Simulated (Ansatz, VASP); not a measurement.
**One calculation of Ge, two programs**

```
Ge
1.0
     2.95422    0.00000    0.00000
    -1.47711    2.55843    0.00000
     0.00000    0.00000    4.84585
Ge
2
Direct
  0.33333 0.66667 0.25000
  0.66667 0.33333 0.75000
```

Alike in both runs: functional PBEsol; k mesh 16 × 16 × 9; occupations fermi-dirac, width 0.08 eV; no spin polarisation.

Ansatz relaxed the structure, and its values are those at the end. VASP's run is a single point on that final structure, the one shown.

|  | VASP | Ansatz |
| --- | --- | --- |
| version | VASP 6.6.1 | Ansatz 0.2.0 |
| potentials or method | VASP PAW PBE potentials, release 64 (Ge_d) | PAW with Ansatz's default frozen-core files, scalar-relativistic |
| plane-wave cutoff (eV) | 520 | 420 |
| valence electrons in the cell | 28 | 28 |

|  | VASP | Ansatz | Ansatz less VASP |
| --- | --- | --- | --- |
| pressure (GPa) | 0.1 | 0.0 | -0.05 |

VASP's potentials were made for PBE, not for PBEsol. With one functional, cell and mesh, what is left measures potentials, basis and numerics.
